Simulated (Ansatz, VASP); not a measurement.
## One calculation of Cl, two programs

```
CELL_PARAMETERS angstrom
2.63135 0.00000 0.00000
0.00000 2.63135 0.00000
0.00000 0.00000 2.63135
ATOMIC_POSITIONS crystal
Cl 0.00000 0.00000 0.00000
```

Change from the starting cell: volume scaled by 0.88, crystal datasets.

Alike in both runs: task single point; functional LDA; k mesh 15 × 15 × 15; occupations fermi-dirac, width 0.08 eV; no spin polarisation.

|  | VASP | Ansatz |
| --- | --- | --- |
| version | VASP 6.6.1 | Ansatz 0.2.0 |
| potentials or method | VASP PAW LDA potentials, release 64 (Cl), cutoff 500 eV | all-electron PAW with datasets made for the crystal, scalar-relativistic |

|  | VASP | Ansatz | Ansatz less VASP |
| --- | --- | --- | --- |
| pressure (GPa) | 9.4 | 9.4 | +0.03 |

LDA's correlation is that of Perdew and Zunger in VASP and of Perdew and Wang (1992) in Ansatz. Ansatz ran all-electron here, and VASP with PAW potentials.
